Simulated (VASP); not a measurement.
# Ba3Sn (I4/mmm) in VASP: a series of runs

The runs below take Ba3Sn through single point, with PBE.

All numbers are computed with VASP 6.6.1; they aren't measurements. Logs are shortened: lines on timing, memory, paths and dates and some standing lists are left out, and cuts for length are marked.

## (1) The cell of the first run

The structure is tetragonal, space group I4/mmm (No. 139). The conventional cell has a = 4.996 Å, b = 4.996 Å, c = 11.160 Å, α = 90.00°, β = 90.00°, γ = 90.00°. Ba (site symmetry 4/mmm) has 4 Sn at 3.53 Å and 8 Ba at 3.74 Å within 4.6 Å. Ba (site symmetry -4m2) has 8 Ba at 3.53 to 3.74 Å and 4 Sn at 3.74 Å within 4.6 Å. Sn (site symmetry 4/mmm) has 12 Ba at 3.53 to 3.74 Å within 4.6 Å.

## (2) Single point, PBE

File INCAR:

```
SYSTEM = Ba3Sn
  PREC = Accurate
  ENCUT = 520
  EDIFF = 1E-7
  ISMEAR = 0
  SIGMA = 0.1
  LREAL = .False.
  LASPH = .True.
  NELM = 80
  ALGO = Fast
  ISIF = 2
  LWAVE = .False.
  LCHARG = .False.
  GGA = PE
  NBANDS = 30
```

File KPOINTS:

```
Automatic mesh
0
Gamma
  6 6 6
  0 0 0
```

File POSCAR:

```
Ba3Sn
1.0
   -2.4980759193      2.4980759193      5.5801176379
    2.4980759193     -2.4980759193      5.5801176379
    2.4980759193      2.4980759193     -5.5801176379
Ba Sn
3 1
Direct
    0.5000000000      0.5000000000      0.0000000000
    0.2500000000      0.7500000000      0.5000000000
    0.7500000000      0.2500000000      0.5000000000
    0.0000000000      0.0000000000      0.0000000000
```

Potentials or basis: VASP PAW PBE potentials, release 64 (Ba_sv, Sn_d).

Launch:

```bash
> cat potpaw_PBE.64/Ba_sv/POTCAR potpaw_PBE.64/Sn_d/POTCAR > POTCAR
> mpirun -np 1 vasp_std > vasp.out
```

OUTCAR:

```text
SYSTEM = Ba3Sn
   PREC = Accurate
   ENCUT = 520
   EDIFF = 1E-7
   ISMEAR = 0
   LREAL = .False.
   LASPH = .True.
   NELM = 80
   ISIF = 2
   GGA = PE

 ion  position               nearest neighbor table
   1  0.500  0.500  0.000-   4 3.53   4 3.53   4 3.53   4 3.53   3 3.74   2 3.74   3 3.74   2 3.74
                             2 3.74   2 3.74   3 3.74   3 3.74
   2  0.250  0.750  0.500-   3 3.53   3 3.53   3 3.53   3 3.53   4 3.74   1 3.74   4 3.74   1 3.74
                             4 3.74   4 3.74   1 3.74   1 3.74
   3  0.750  0.250  0.500-   2 3.53   2 3.53   2 3.53   2 3.53   4 3.74   1 3.74   4 3.74   1 3.74
                             1 3.74   1 3.74   4 3.74   4 3.74
   4  0.000  0.000  0.000-   1 3.53   1 3.53   1 3.53   1 3.53   3 3.74   2 3.74   3 3.74   2 3.74
                             3 3.74   3 3.74   2 3.74   2 3.74

  LATTYP: Found a body centered tetragonal cell.
 ALAT       =     4.9961518386
 C/A-ratio  =     2.2337662338

  Lattice vectors:

 A1 = (  -2.4980759193,   2.4980759193,   5.5801176379)
 A2 = (   2.4980759193,  -2.4980759193,   5.5801176379)
 A3 = (   2.4980759193,   2.4980759193,  -5.5801176379)

Analysis of symmetry for initial positions (statically):
=====================================================================
 Subroutine PRICEL returns:
 Original cell was already a primitive cell.

 Routine SETGRP: Setting up the symmetry group for a
 body centered tetragonal supercell.

 Subroutine GETGRP returns: Found 16 space group operations
 (whereof 16 operations were pure point group operations)
 out of a pool of 16 trial point group operations.

The static configuration has the point symmetry D_4h.

Analysis of symmetry for dynamics (positions and initial velocities):
=====================================================================
 Subroutine PRICEL returns:
 Original cell was already a primitive cell.

 Routine SETGRP: Setting up the symmetry group for a
 body centered tetragonal supercell.

 Subroutine GETGRP returns: Found 16 space group operations
 (whereof 16 operations were pure point group operations)
 out of a pool of 16 trial point group operations.

The dynamic configuration has the point symmetry D_4h.

 Subroutine INISYM returns: Found 16 space group operations
 (whereof 16 operations are pure point group operations),
 and found     1 'primitive' translations

----------------------------------------------------------------------------------------

                                     Primitive cell

  volume of cell :     139.2883

  direct lattice vectors                    reciprocal lattice vectors
[... 95 lines left out ...]
   IBRION =     -1    ionic relax: 0-MD 1-quasi-New 2-CG
   NFREE  =      0    steps in history (QN), initial steepest desc. (CG)
   ISIF   =      2    stress and relaxation
   ISYM   =      2    0-nonsym 1-usesym 2-fastsym
   POTIM  = 0.5000    time-step for ionic-motion
   TEBEG  =    0.0;   TEEND  =   0.0 temperature during run
   PSTRESS=    0.0 pullay stress
   NELECT =      44.0000    total number of electrons
   NUPDOWN=      -1.0000    fix difference up-down
   EMIN   =  10.00;   EMAX   =-10.00  energy-range for DOS
   EFERMI =   0.00;   METHOD = LEGACY
   ISMEAR =     0;   SIGMA  =   0.10  broadening in eV -4-tet -1-fermi 0-gaus
   EFERMI_NEDOS =   21; number of points for ismear=-14 and -15
   IALGO  =     68    algorithm
   IMIX   =      4    mixing-type and parameters
     AMIX     =   0.40;   BMIX     =  1.00
     AMIX_MAG =   1.60;   BMIX_MAG =  1.00
  volume/ion in A,a.u.               =      34.82       234.99
  Fermi-wavevector in a.u.,A,eV,Ry     =   1.114947  2.106944 16.913492  1.243107
  Thomas-Fermi vector in A             =   2.251547
   LORBIT       =      0    0 simple, 1 ext, 2 COOP (PROOUT), +10 PAW based schemes
   GGA     = PE    functional components
   LHFCALC =     F    Hartree Fock is set to
   AEXX    =    0.0000 exact exchange contribution
   IVDW    =     0    specifies the selected vdW correction
   LEPSILON=     F    determine dielectric tensor
   LRPA    =     F    only Hartree local field effects (RPA)
 non-spin polarized calculation
 RMM-DIIS sequential band-by-band and
 Gauss-broadening in eV      SIGMA  =   0.10
  energy-cutoff  :      520.00
  volume of cell :      139.29
 maximum number of plane-waves:      3800
 NGX is ok and might be reduce to    50
   NGX = 25   NGY = 25   NGZ = 25

 number of electron      43.9999999 magnetization

 Free energy of the ion-electron system (eV)
  ---------------------------------------------------
  ext. energy  EPLUGINS =         0.00000000
  ---------------------------------------------------
  free energy    TOTEN  =       -10.05333825 eV

  energy without entropy =      -10.03560958  energy(sigma->0) =      -10.04447391

 E-fermi :   4.5748     XC(G=0):  -9.4761

 val. band max:        4.5550359161   @ k =   0.5000   0.5000   0.5000
 cond. band min:       4.5831655061   @ k =   0.5000   0.3333   0.0000
 fundamental gap:      0.0281295900
 Fermi energy:         4.5748081926

 k-point     1 :       0.0000    0.0000    0.0000
  band No.  band energies     occupation
      1     -24.0595      2.00000
      2     -23.6159      2.00000
      3     -23.3929      2.00000
      4     -15.9312      2.00000
      5     -15.9281      2.00000
      6     -15.9281      2.00000
[... 781 lines left out ...]
     29       7.6979      0.00000
     30       8.4493      0.00000

 [... further k-points ...]

------------------------ aborting loop because EDIFF is reached ----------------------------------------

  FORCE on cell =-STRESS in cart. coord.  units (eV):
  Direction    XX          YY          ZZ          XY          YZ          ZX
  --------------------------------------------------------------------------------------
  -------------------------------------------------------------------------------------
  Total        6.6841564      6.6841564      2.9373941      0.0000000     -0.0000000      0.0000000
  in kB       76.8851688     76.8851688     33.7876655      0.0000000     -0.0000000      0.0000000
  external PRESSURE =      62.5193344 kB  Pullay stress =       0.0000000 kB

 VOLUME and BASIS-vectors are now :
 -----------------------------------------------------------------------------
  energy-cutoff  :      520.00
  volume of cell :      139.29
      direct lattice vectors                 reciprocal lattice vectors
    -2.498075919  2.498075919  5.580117638     0.000000000  0.200154045  0.089603846
     2.498075919 -2.498075919  5.580117638     0.200154045  0.000000000  0.089603846
     2.498075919  2.498075919 -5.580117638     0.200154045  0.200154045  0.000000000

 POSITION                                       TOTAL-FORCE (eV/Angst)
 -----------------------------------------------------------------------------------
      0.00000      0.00000      5.58012         0.000000      0.000000      0.000000
      2.49808     -0.00000      2.79006         0.000000     -0.000000     -0.000000
     -0.00000      2.49808      2.79006        -0.000000      0.000000      0.000000
      0.00000      0.00000      0.00000         0.000000      0.000000      0.000000
 -----------------------------------------------------------------------------------
    total drift:                               -0.000000      0.000000     -0.000000

  FREE ENERGIE OF THE ION-ELECTRON SYSTEM (eV)
  ---------------------------------------------------
  free  energy   TOTEN  =       -10.0533382456 eV

  energy  without entropy=      -10.0356095815  energy(sigma->0) =      -10.04447391
```

Wall time 16 min (1 thread of Intel Xeon Platinum 8259CL at 2.50GHz (Skylake/Cascade Lake), shared host); peak memory 0.42 GiB.

Results:

```yaml
Free_energy: -10.0533 eV
Pressure: 6.3 GPa
Band_gap_on_the_k_mesh: zero (bands 22 and 23 overlap by 0.56 eV)
```

Stress tensor (GPa, compression positive):
```
7.69 0.00 0.00
0.00 7.69 0.00
0.00 0.00 3.38
```

Caveat: the cell stands under pressure; spin-orbit coupling is left out, which moves the levels of the heavy elements.

## (3) Single point, PBE

This run uses another cell than the first one, of 42.49 Å³/atom.

File INCAR:

```
ALGO = Fast
EDIFF = 1E-6
ENCUT = 520
GGA = PE
ISIF = 2
ISMEAR = 0
LASPH = True
LCHARG = False
LREAL = False
LWAVE = False
NBANDS = 30
NELM = 100
PREC = Accurate
SIGMA = 0.1
```

File KPOINTS:

```
k-points
0
Gamma
  6 6 6
```

File POSCAR:

```
Ba3Sn
1.0
   -2.7373259611      2.7373259611      5.6712942136
    2.7373259611     -2.7373259611      5.6712942136
    2.7373259611      2.7373259611     -5.6712942136
Ba Sn
3 1
Direct
    0.5000000000      0.5000000000      0.0000000000
    0.2500000000      0.7500000000      0.5000000000
    0.7500000000      0.2500000000      0.5000000000
    0.0000000000      0.0000000000      0.0000000000
```

Potentials or basis: VASP PAW PBE potentials, release 64 (Ba_sv, Sn_d).

Launch:

```bash
> cat potpaw_PBE.64/Ba_sv/POTCAR potpaw_PBE.64/Sn_d/POTCAR > POTCAR
> mpirun -np 1 vasp_std > vasp.out
```

OUTCAR:

```text
EDIFF = 1E-6
   ENCUT = 520
   GGA = PE
   ISIF = 2
   ISMEAR = 0
   LASPH = True
   LREAL = False
   NELM = 100
   PREC = Accurate

 ion  position               nearest neighbor table
   1  0.500  0.500  0.000-   4 3.87   4 3.87   4 3.87   4 3.87   3 3.94   2 3.94   3 3.94   3 3.94
                             2 3.94   2 3.94   3 3.94   2 3.94
   2  0.250  0.750  0.500-   3 3.87   3 3.87   3 3.87   3 3.87   4 3.94   1 3.94   4 3.94   1 3.94
                             4 3.94   4 3.94   1 3.94   1 3.94
   3  0.750  0.250  0.500-   2 3.87   2 3.87   2 3.87   2 3.87   4 3.94   1 3.94   4 3.94   4 3.94
                             1 3.94   1 3.94   4 3.94   1 3.94
   4  0.000  0.000  0.000-   1 3.87   1 3.87   1 3.87   1 3.87   3 3.94   2 3.94   3 3.94   2 3.94
                             3 3.94   3 3.94   2 3.94   2 3.94

  LATTYP: Found a body centered tetragonal cell.
 ALAT       =     5.4746519222
 C/A-ratio  =     2.0718373676

  Lattice vectors:

 A1 = (  -2.7373259611,   2.7373259611,   5.6712942136)
 A2 = (   2.7373259611,  -2.7373259611,   5.6712942136)
 A3 = (   2.7373259611,   2.7373259611,  -5.6712942136)

Analysis of symmetry for initial positions (statically):
=====================================================================
 Subroutine PRICEL returns:
 Original cell was already a primitive cell.

 Routine SETGRP: Setting up the symmetry group for a
 body centered tetragonal supercell.

 Subroutine GETGRP returns: Found 16 space group operations
 (whereof 16 operations were pure point group operations)
 out of a pool of 16 trial point group operations.

The static configuration has the point symmetry D_4h.

Analysis of symmetry for dynamics (positions and initial velocities):
=====================================================================
 Subroutine PRICEL returns:
 Original cell was already a primitive cell.

[... 129 lines left out ...]
   IMIX   =      4    mixing-type and parameters
     AMIX     =   0.40;   BMIX     =  1.00
     AMIX_MAG =   1.60;   BMIX_MAG =  1.00
  volume/ion in A,a.u.               =      42.49       286.77
  Fermi-wavevector in a.u.,A,eV,Ry     =   1.043344  1.971633 14.810835  1.088566
  Thomas-Fermi vector in A             =   2.178049
   LORBIT       =      0    0 simple, 1 ext, 2 COOP (PROOUT), +10 PAW based schemes
   GGA     = PE    functional components
   LHFCALC =     F    Hartree Fock is set to
   AEXX    =    0.0000 exact exchange contribution
   IVDW    =     0    specifies the selected vdW correction
   LEPSILON=     F    determine dielectric tensor
   LRPA    =     F    only Hartree local field effects (RPA)
 non-spin polarized calculation
 RMM-DIIS sequential band-by-band and
 Gauss-broadening in eV      SIGMA  =   0.10
  energy-cutoff  :      520.00
  volume of cell :      169.98
 maximum number of plane-waves:      4598
 NGX is ok and might be reduce to    54
   NGX = 25   NGY = 25   NGZ = 25

 number of electron      43.9999996 magnetization

 Free energy of the ion-electron system (eV)
  ---------------------------------------------------
  ext. energy  EPLUGINS =         0.00000000
  ---------------------------------------------------
  free energy    TOTEN  =       -10.68682780 eV

  energy without entropy =      -10.66908404  energy(sigma->0) =      -10.67795592

 E-fermi :   3.4749     XC(G=0):  -8.6676

 val. band max:        3.4681542305   @ k =  -0.1667  -0.1667   0.1667
 cond. band min:       3.4798901924   @ k =   0.3333   0.1667   0.1667
 fundamental gap:      0.0117359619
 Fermi energy:         3.4749033026

 k-point     1 :       0.0000    0.0000    0.0000
  band No.  band energies     occupation
      1     -25.2611      2.00000
      2     -25.0794      2.00000
      3     -24.9779      2.00000
      4     -17.1545      2.00000
      5     -17.1503      2.00000
      6     -17.1503      2.00000
[... 781 lines left out ...]
     29       6.0084      0.00000
     30       6.5881      0.00000

 [... further k-points ...]

------------------------ aborting loop because EDIFF is reached ----------------------------------------

  FORCE on cell =-STRESS in cart. coord.  units (eV):
  Direction    XX          YY          ZZ          XY          YZ          ZX
  --------------------------------------------------------------------------------------
  -------------------------------------------------------------------------------------
  Total        0.4698073      0.4698073      0.2789703      0.0000000      0.0000000      0.0000000
  in kB        4.4282804      4.4282804      2.6295006      0.0000000      0.0000000      0.0000000
  external PRESSURE =       3.8286871 kB  Pullay stress =       0.0000000 kB

 VOLUME and BASIS-vectors are now :
 -----------------------------------------------------------------------------
  energy-cutoff  :      520.00
  volume of cell :      169.98
      direct lattice vectors                 reciprocal lattice vectors
    -2.737325961  2.737325961  5.671294214     0.000000000  0.182660015  0.088163298
     2.737325961 -2.737325961  5.671294214     0.182660015  0.000000000  0.088163298
     2.737325961  2.737325961 -5.671294214     0.182660015  0.182660015  0.000000000

 POSITION                                       TOTAL-FORCE (eV/Angst)
 -----------------------------------------------------------------------------------
      0.00000      0.00000      5.67129        -0.000000      0.000000      0.000000
      2.73733      0.00000      2.83565        -0.000000      0.000000      0.000000
      0.00000      2.73733      2.83565         0.000000     -0.000000     -0.000000
      0.00000      0.00000      0.00000        -0.000000      0.000000      0.000000
 -----------------------------------------------------------------------------------
    total drift:                               -0.000000      0.000000      0.000000

  FREE ENERGIE OF THE ION-ELECTRON SYSTEM (eV)
  ---------------------------------------------------
  free  energy   TOTEN  =       -10.6868277957 eV

  energy  without entropy=      -10.6690840445  energy(sigma->0) =      -10.67795592
```

It took 12 min on 1 thread of Intel Xeon Platinum 8259CL at 2.50GHz (Skylake/Cascade Lake), shared host; peak memory 0.47 GiB.

What came out:

* Free energy: -10.6868 eV
* Pressure: 0.4 GPa
* Band gap on the k mesh: zero (bands 22 and 23 overlap by 0.21 eV)

Stress tensor (GPa, compression positive):
```
0.44 0.00 0.00
0.00 0.44 0.00
0.00 0.00 0.26
```

Levels at points of the mesh, in eV from the Fermi level:
```csv
k point,band 18,band 19,band 20,band 21,band 22,band 23,band 24,band 25,band 26,band 27
"(0.00, 0.00, 0.00)",-6.67,-1.48,-1.48,-0.68,-0.68,-0.08,0.83,1.03,1.38,1.65
"(0.50, 0.00, 0.00)",-6.20,-2.03,-1.27,-1.03,-0.10,0.73,0.82,1.60,1.64,1.94
"(0.50, 0.50, 0.00)",-6.32,-1.45,-1.00,-0.55,-0.45,-0.14,0.67,1.50,1.83,1.90
"(0.50, 0.50, 0.50)",-6.35,-2.18,-1.18,-0.24,-0.06,-0.06,0.14,0.14,0.26,1.12
```

Caveat: spin-orbit coupling is left out, which moves the levels of the heavy elements.

The gap in the log of VASP goes by the Fermi energy; the results here count the filled bands.